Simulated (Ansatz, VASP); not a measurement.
**One calculation of BaTe, two programs**

The input POSCAR:

```
BaTe
1.0
    0.0000000000      3.5323868249      3.5323868249
    3.5323868249      0.0000000000      3.5323868249
    3.5323868249      3.5323868249      0.0000000000
Ba Te
1 1
Direct
    0.0000000000      0.0000000000      0.0000000000
    0.5000000000      0.5000000000      0.5000000000
```

INCAR.step1

```
SYSTEM = BaTe
PREC = Accurate
ENCUT = 520
ISMEAR = 0
SIGMA = 0.01
LREAL = .False.
LASPH = .True.
NELM = 60
NBANDS = 15
GGA = PE
ALGO = Normal
EDIFF = 1E-4
LWAVE = .True.
LCHARG = .False.
```

The input INCAR.step2:

```
SYSTEM = BaTe
PREC = Accurate
ENCUT = 520
EDIFF = 1E-6
ISMEAR = 0
SIGMA = 0.01
LREAL = .False.
LASPH = .True.
NELM = 60
ALGO = Normal
ISIF = 2
LWAVE = .False.
LCHARG = .True.
METAGGA = R2SCAN
LMIXTAU = .True.
LELF = .True.
LVHAR = .True.
NBANDS = 15
ISTART = 1
```

The input KPOINTS:

```
regular mesh
0
Gamma
  6 6 6
  0 0 0
```

Input for Ansatz:

```yaml
crystal:
  lattice:
    - [0.0, 3.5323868249, 3.5323868249]
    - [3.5323868249, 0.0, 3.5323868249]
    - [3.5323868249, 3.5323868249, 0.0]
  atoms:
    - { symbol: Ba, position: [0.0, 0.0, 0.0] }
    - { symbol: Te, position: [0.5, 0.5, 0.5] }
kpoints:
  mp_grid: { grid: [6, 6, 6] }
  band_path:
    path:
      - [0.0, 0.0, 0.0]
      - [0.5, 0.0, 0.5]
      - [0.625, 0.25, 0.625]
      - [0.375, 0.375, 0.75]
      - [0.5, 0.5, 0.5]
      - [0.5, 0.25, 0.75]
      - [0.0, 0.5, 0.5]
    npoints: 1
hamiltonian:
  xc: r2scan
scf:
  occupations: { method: fixed }
  n_extra_bands: 4
output:
  forces: true
  stress: true
  eigenvalues: true
```

Alike in both runs: task single point; functional r2SCAN; k mesh 6 × 6 × 6; no spin polarisation.

```csv
,VASP,Ansatz
version,VASP 6.6.1,Ansatz 0.2.0
potentials or method,"VASP PAW PBE potentials, release 64 (Ba_sv, Te)","plane waves, PAW"
plane-wave cutoff (eV),520,500
occupations,"gaussian, width 0.01 eV",fixed
valence electrons in the cell,16,26
```

Ansatz gave:

```
gap on the k mesh at the Fermi level (eV) : 2.00
pressure (GPa)                            : 0.0
```

Q: What did VASP give for the same quantities?

A: gap on the k mesh at the Fermi level (eV): 1.93; pressure (GPa): 0.3.

VASP's potentials were made for PBE, not for r2SCAN. VASP's potentials hold 16 valence electrons a cell and Ansatz's 26, so a difference there can come from the potentials and not from the codes.

Spin-orbit coupling is off throughout.
